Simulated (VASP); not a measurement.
BeTe:

```
CELL_PARAMETERS angstrom
-3.76062 3.76062 3.76062
3.76062 -3.76062 3.76062
3.76062 3.76062 -3.76062
ATOMIC_POSITIONS crystal
Be 0.12500 0.75000 0.87500
Be 0.62500 0.37500 0.25000
Be 0.75000 0.87500 0.12500
Be 0.87500 0.12500 0.75000
Be 0.37500 0.25000 0.62500
Be 0.25000 0.62500 0.37500
Te 0.75000 0.37500 0.62500
Te 0.12500 0.87500 0.25000
Te 0.25000 0.12500 0.87500
Te 0.37500 0.62500 0.75000
Te 0.87500 0.25000 0.12500
Te 0.62500 0.75000 0.37500
```

The cell was generated, and may not be a known phase.

- Program: VASP 6.6.1
- Task: relaxation of cell and atoms
- Functional: PBE
- Potentials or basis: VASP PAW PBE potentials, release 64 (Be, Te)
- Cutoff: 600 eV
- k mesh: 4 × 4 × 4
- Occupations: gaussian, width 0.1 eV
- Spin: no spin polarisation

At the start: pressure 21.2 GPa; volume 17.73 Å³/atom.

Task: Where does the relaxation end?

Result: Over 3 steps the energy falls by 255.1 meV/atom and the volume is 22.35 Å³/atom (+26.1 %); space group I-43d (No. 220, to 0.1 Å) before and after.

The path:
| step | energy change (eV) | largest force (eV/Å) | pressure (GPa) | volume (Å³) |
| --- | --- | --- | --- | --- |
| 1 | 0.0000 | 0.0000 | 21.21 | 212.73 |
| 2 | -2.7230 | 0.0000 | -4.12 | 293.46 |
| 3 | -3.0614 | 0.0000 | 0.17 | 268.21 |

Final structure:
```xyz
12
Lattice="-4.0626 4.0626 4.0626 4.0626 -4.0626 4.0626 4.0626 4.0626 -4.0626" Properties=species:S:1:pos:R:3 pbc="T T T"
Be    6.0939    1.0157    0.0000
Be    0.0000    2.0313    3.0470
Be    1.0157    0.0000    6.0939
Be    0.0000    6.0939    1.0157
Be    2.0313    3.0470    0.0000
Be    3.0470    0.0000    2.0313
Te    1.0157    4.0626    2.0313
Te    4.0626   -2.0313    3.0470
Te    3.0470    4.0626   -2.0313
Te    4.0626    2.0313    1.0157
Te   -2.0313    3.0470    4.0626
Te    2.0313    1.0157    4.0626
```

Caveat: the volume moved by over 15 % at a fixed basis, so the end points are rough.
